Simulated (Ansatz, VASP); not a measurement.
**Two plane-wave programs on Ca**

```
CELL_PARAMETERS angstrom
3.85177 0.00000 0.00000
-1.92588 3.33573 0.00000
0.00000 0.00000 12.62331
ATOMIC_POSITIONS crystal
Ca 0.00000 0.00000 0.00000
Ca 0.00000 0.00000 0.50000
Ca 0.33333 0.66667 0.25000
Ca 0.66667 0.33333 0.75000
```

Alike in both runs: task single point; functional revPBE; k mesh 10 × 10 × 3; occupations fermi-dirac, width 0.1 eV; no spin polarisation.

```csv
,VASP,Ansatz
version,VASP 6.6.1,Ansatz 0.2.0
potentials or method,"VASP PAW PBE potentials, release 64 (Ca_sv), cutoff 520 eV","plane waves (420 eV) with PAW, scalar-relativistic"
valence electrons in the cell,40,40
```

|  | VASP | Ansatz | Ansatz less VASP |
| --- | --- | --- | --- |
| pressure (GPa) | 1.6 | 1.6 | -0.01 |
| traceless stress, the component that is largest in VASP (GPa) | 0.10 | 0.10 | -0.001 |

VASP's potentials were made for PBE, not for revPBE.
